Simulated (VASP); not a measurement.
Here is a VASP 6.6.1 calculation.

The input INCAR:

```
SYSTEM = Sn
PREC     = Accurate       ! precision mode
ENCUT    = 520            ! plane-wave cutoff, eV
EDIFF    = 1E-6           ! SCF threshold, eV
ISMEAR   = -1             ! smearing method
SIGMA    = 0.05           ! smearing width, eV
LREAL    = .FALSE.        ! projectors in reciprocal space
LASPH    = .TRUE.         ! aspherical terms in the spheres
NELM     = 100            ! most SCF steps
ALGO     = Normal         ! electronic algorithm
ISIF     = 2              ! what is computed and relaxed
LWAVE    = .FALSE.        ! write WAVECAR
LCHARG   = .FALSE.        ! write CHGCAR
GGA      = PS             ! functional
NBANDS   = 13             ! bands
```

KPOINTS

```
regular mesh
0
G
  11 11 11
  0 0 0
```

File POSCAR:

```
Sn
1.0
   -1.7149511408      1.7636302181      2.3226479567
    1.7149511408     -1.7636302181      2.3226479567
    1.7149511408      1.7636302181     -2.3226479567
Sn
1
Direct
    0.0000000000      0.0000000000      0.0000000000
```

Potentials or basis: VASP PAW PBE potentials, release 64 (Sn_d).

Command:

```bash
$ cat potpaw_PBE.64/Sn_d/POTCAR > POTCAR
$ mpirun -np 1 vasp_std > vasp.out
```

Q: Estimate the pressure.

A: -2.8 GPa.

Q: What does it give for the band gap on the k mesh?

A: Zero (band 7 reaches 14.76 eV, above the bottom of band 8 at 5.76 eV).

Stress tensor (GPa, compression positive):
```
-2.16  0.00  0.00
 0.00 -3.86  0.00
 0.00  0.00 -2.49
```

Caveat: the PAW data sets were made with another functional, which shifts forces and pressure a little; spin-orbit coupling is left out, which moves the levels of the heavy elements.
